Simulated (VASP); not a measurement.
Here is a VASP 6.6.1 calculation.

File INCAR:

```
SYSTEM = La
ALGO = Normal
EDIFF = 1E-6
ENCUT = 520
GGA = PE
ISIF = 2
ISMEAR = -1
LASPH = .TRUE.
LCHARG = .FALSE.
LREAL = .FALSE.
LWAVE = .FALSE.
NBANDS = 18
NELM = 60
PREC = Accurate
SIGMA = 0.05
```

The input KPOINTS:

```
k-points
0
G
  16 16 16
  0 0 0
```

File POSCAR:

```
La
1.0
   -2.4498774223      2.4498774223      1.3452386685
    2.4498774223     -2.4498774223      1.3452386685
    2.4498774223      2.4498774223     -1.3452386685
La
2
Direct
   -0.3750000000     -0.1250000000     -0.2500000000
    0.3750000000      0.1250000000      0.2500000000
```

Potentials or basis: VASP PAW PBE potentials, release 64 (La).

The run is started by

```bash
$ cat potpaw_PBE.64/La/POTCAR > POTCAR
$ mpirun -np 1 vasp_std > vasp.out
```

**Question.** Predict the pressure.

**Answer.** 129.8 GPa.

**Question.** What does it give for the band gap on the k mesh?

**Answer.** Zero (bands 11 and 12 overlap by 3.79 eV).

Stress tensor (GPa, compression positive):
```
129.52   0.00   0.00
  0.00 129.52   0.00
  0.00   0.00 130.27
```

Caveat: the cell stands under pressure; spin-orbit coupling is left out, which moves the levels of the heavy elements.
